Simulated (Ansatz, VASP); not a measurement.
# BN: VASP beside Ansatz

```
B N
1.0
     0.00000    1.80254    1.80254
     1.80254    0.00000    1.80254
     1.80254    1.80254    0.00000
B N
1 1
Cartesian
  0.0000 0.0000 0.0000
  0.9013 0.9013 0.9013
```

Alike in both runs: functional PBEsol; k mesh 14 × 14 × 14; occupations gaussian, width 0.02 eV; no spin polarisation.

Ansatz relaxed the structure, and its values are those at the end. VASP's run is a single point on that final structure, the one shown.

```csv
,VASP,Ansatz
version,VASP 6.6.1,Ansatz 0.2.0
potentials or method,"VASP PAW PBE potentials, release 64 (B, N), cutoff 600 eV","scalar-relativistic, plane waves, PAW"
valence electrons in the cell,8,8
```

Ansatz gave:

```
gap on the k mesh at the Fermi level (eV) : 4.29
least direct gap on the mesh (eV)         : 8.80
pressure (GPa)                            : 0.0
```

Q: Which values does VASP return?

A: gap on the k mesh at the Fermi level (eV): 4.29; least direct gap on the mesh (eV): 8.80; pressure (GPa): 0.5.

VASP's potentials were made for PBE, not for PBEsol, and Ansatz warns of the same on its side.
